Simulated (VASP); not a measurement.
**NiO: single point with r2SCAN**

The system is NiO, a wire with vacuum.

```
Ni O
1.0
    11.00000    0.00000    0.00000
     0.00000    9.30000    0.00000
     0.00000    0.00000    3.76958
Ni O
2 2
Direct
  0.41004 0.50000 0.00000
  0.58996 0.50000 0.50000
  0.41004 0.50000 0.50000
  0.58996 0.50000 0.00000
```

```json
{
  "Program": "VASP 6.6.1",
  "Task": "single point",
  "Functional": "r2SCAN",
  "Potentials or basis": "VASP PAW PBE potentials, release 64 (Ni, O)",
  "Cutoff": "520 eV",
  "k mesh": "1 × 1 × 17",
  "Occupations": "gaussian, width 0.05 eV",
  "Spin": "collinear spin, ferromagnetic start",
  "Starting moments": "[1.84, 1.84, 0.5, 0.5] μB",
  "Dipole correction": "no",
  "Further INCAR settings": "ALGO = Normal; EDIFF = 1e-06; NBANDS = 28"
}
```

- Largest force: 0.101 eV/Å
- Band gap on the k mesh: 0.38 eV (least direct gap 0.78 eV)
- Net moment: 4.00 μB per cell
- Site moments: Ni +1.59; O +0.32 μB
- Valence electrons inside the program's atomic spheres: Ni 8.94; O 4.99

Forces on the atoms (eV/Å):
```
Ni   0.058  0.000  0.000
Ni  -0.058  0.000  0.000
O    0.101  0.000  0.000
O   -0.101  0.000  0.000
```

Levels at points of the mesh, in eV from the valence-band top:
Spin up:
```
           k point  band 15  band 16  band 17  band 18  band 19  band 20  band 21  band 22
(0.00, 0.00, 0.00)    -2.07    -1.71    -1.48    -1.22     2.78     4.11     5.39     5.60
```
Spin down:
```csv
k point,band 12,band 13,band 14,band 15,band 16,band 17
"(0.00, 0.00, 0.00)",-1.05,-0.91,-0.40,0.38,0.75,1.17
```

Wall time 9.8 min on 1 thread of Intel(R) Xeon(R) 6975P-C (Granite Rapids), on a shared host, peak memory 0.72 GiB.

Caveat: the PAW data sets were made with another functional, which shifts forces and pressure a little.
